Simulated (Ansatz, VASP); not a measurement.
## Two plane-wave programs on AlN

```
Al N
1.0
     3.31212    0.00000    0.00000
    -1.65606    2.86838    0.00000
     0.00000    0.00000    4.18756
Al N
2 2
Direct
  0.66667 0.33333 0.25000
  0.33333 0.66667 0.75000
  0.66667 0.33333 0.75000
  0.33333 0.66667 0.25000
```

Alike in both runs: task single point; functional PBE-based screened hybrid; k mesh 5 × 5 × 4; occupations fermi-dirac, width 0.05 eV; no spin polarisation.

|  | VASP | Ansatz |
| --- | --- | --- |
| version | VASP 6.6.1 | Ansatz 0.2.0 |
| potentials or method | VASP PAW PBE potentials, release 64 (Al, N) | Ansatz PAW |
| plane-wave cutoff (eV) | 520 | 420 |
| valence electrons in the cell | 16 | 16 |

Ansatz gave:

| Property | Result |
| --- | --- |
| gap on the k mesh at the Fermi level (eV) | 4.81 |
| least direct gap on the mesh (eV) | 4.81 |
| pressure (GPa) | -6.9 |
| traceless stress, the component that is largest in VASP (GPa) | -0.12 |

Which values does VASP return?

gap on the k mesh at the Fermi level (eV): 4.81; least direct gap on the mesh (eV): 4.81; pressure (GPa): -7.0; traceless stress, the component that is largest in VASP (GPa): 0.38.

VASP's potentials were made for PBE, not for PBE-based screened hybrid.

The k mesh is coarse, so the values compare programs but aren't converged. Noted on Ansatz's run: odd divisions of the mesh miss points on the zone boundary, where band edges often lie, so the gap on the mesh can be too wide.
